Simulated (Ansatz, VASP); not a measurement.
One calculation of B5As2, two programs

Contents of INCAR:

```
PREC = Accurate
ENCUT = 500
EDIFF = 1E-7
ISMEAR = 0
SIGMA = 0.2
LREAL = False
LASPH = True
NELM = 120
ALGO = Normal
ISIF = 3
LWAVE = False
LCHARG = False
GGA = PE
IBRION = 2
NSW = 36
EDIFFG = -0.08
GGA_COMPAT = False
NELMIN = 4
```

The input KPOINTS:

```
regular mesh
0
Gamma
  5 5 2
```

File POSCAR:

```
B5As2
1.0
    3.8129640600      0.0000000000      0.0000000000
   -1.9064820300      3.3021237400      0.0000000000
    0.0000000000      0.0000000000      7.9055125800
B As
5 2
Direct
    0.5000000000      0.0000000000      0.5000000000
    0.0000000000      0.5000000000      0.5000000000
    0.5000000000      0.5000000000      0.5000000000
    0.0000000000      0.0000000000      0.0000000000
    0.0000000000      0.0000000000      0.5000000000
    0.0000000000      0.0000000000      0.7736684000
    0.0000000000      0.0000000000      0.2263316000
```

Input for Ansatz:

```yaml
crystal:
  lattice:
    - [3.81296406, 0.0, 0.0]
    - [-1.90648203, 3.30212374, 0.0]
    - [0.0, 0.0, 7.90551258]
  atoms:
    - { symbol: B, position: [0.5, 0.0, 0.5] }
    - { symbol: B, position: [0.0, 0.5, 0.5] }
    - { symbol: B, position: [0.5, 0.5, 0.5] }
    - { symbol: B, position: [0.0, 0.0, 0.0] }
    - { symbol: B, position: [0.0, 0.0, 0.5] }
    - { symbol: As, position: [0.0, 0.0, 0.7736684] }
    - { symbol: As, position: [0.0, 0.0, 0.2263316] }
basis:
  ecutwfc: 420
kpoints:
  mp_grid: { grid: [5, 5, 2] }
hamiltonian:
  xc: pbe
scf:
  occupations: { method: gaussian, width: 0.2 }
  lower_state_search: "off"
output:
  forces: true
  stress: true
  eigenvalues: true
relax:
  adjacent_minimum: "off"
  f_tol: 0.08
  max_steps: 16
  cell: { stress_tol: 0.8 }
```

Alike in both runs: task relaxation of cell and atoms; functional PBE; k mesh 5 × 5 × 2; occupations gaussian, width 0.2 eV; no spin polarisation.

|  | VASP | Ansatz |
| --- | --- | --- |
| version | VASP 6.6.1 | Ansatz 0.2.0 |
| potentials or method | VASP PAW PBE potentials, release 64 (B, As), cutoff 500 eV | scalar-relativistic, plane waves, PAW |
| valence electrons in the cell | 25 | 45 |

|  | VASP | Ansatz | Ansatz less VASP |
| --- | --- | --- | --- |
| gap on the k mesh at the Fermi level, each at its own relaxed structure (eV) | none | none | - |
| relaxed volume (Å³/atom) | 15.46 | 16.04 | +0.575 |
| relaxed length of the cell vector where the two differ most in proportion (Å) | 10.794 | 11.235 | +0.4409 |

A gap of «none» marks a metal or a gap that the smearing closes. VASP's potentials hold 25 valence electrons a cell and Ansatz's 45, so a difference there can come from the potentials and not from the codes.

The k mesh is coarse, so the values compare programs but aren't converged. Noted on VASP's run: too few bands were computed for a metal, which touches its energy and stress.
